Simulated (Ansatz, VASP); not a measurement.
**Two plane-wave programs on NaF**

```
Na F
1.0
     3.90675    0.00000    0.00000
    -1.95337    3.34984    0.00000
     0.00000    0.00000    4.55138
Na F
2 2
Direct
  0.33256 0.66512 0.93750
  0.66744 0.33488 0.43750
  0.33247 0.66495 0.43750
  0.66753 0.33505 0.93750
```

Change from the starting cell: uniaxial_x strain +1.0%.

Alike in both runs: task single point; functional r2SCAN; k mesh 12 × 12 × 6; no spin polarisation.

|  | VASP | Ansatz |
| --- | --- | --- |
| version | VASP 6.6.1 | Ansatz 0.2.0 |
| potentials or method | VASP PAW PBE potentials, release 64 (Na_pv, F) | plane waves, PAW |
| plane-wave cutoff (eV) | 520 | 500 |
| occupations | gaussian, width 0.01 eV | fixed |
| valence electrons in the cell | 28 | 32 |

```tsv
	VASP	Ansatz	Ansatz less VASP
gap on the k mesh at the Fermi level (eV)	6.32	6.30	-0.013
pressure (GPa)	-0.9	-0.4	+0.53
traceless stress, the component that is largest in VASP (GPa)	0.15	0.21	+0.059
rms of the force components (eV/Å)	0.004	0.000	-0.0043
```

VASP's potentials were made for PBE, not for r2SCAN. Atom by atom the forces differ by 0.004 eV/Å (rms over components). VASP's potentials hold 28 valence electrons a cell and Ansatz's 32, so a difference there can come from the potentials and not from the codes.
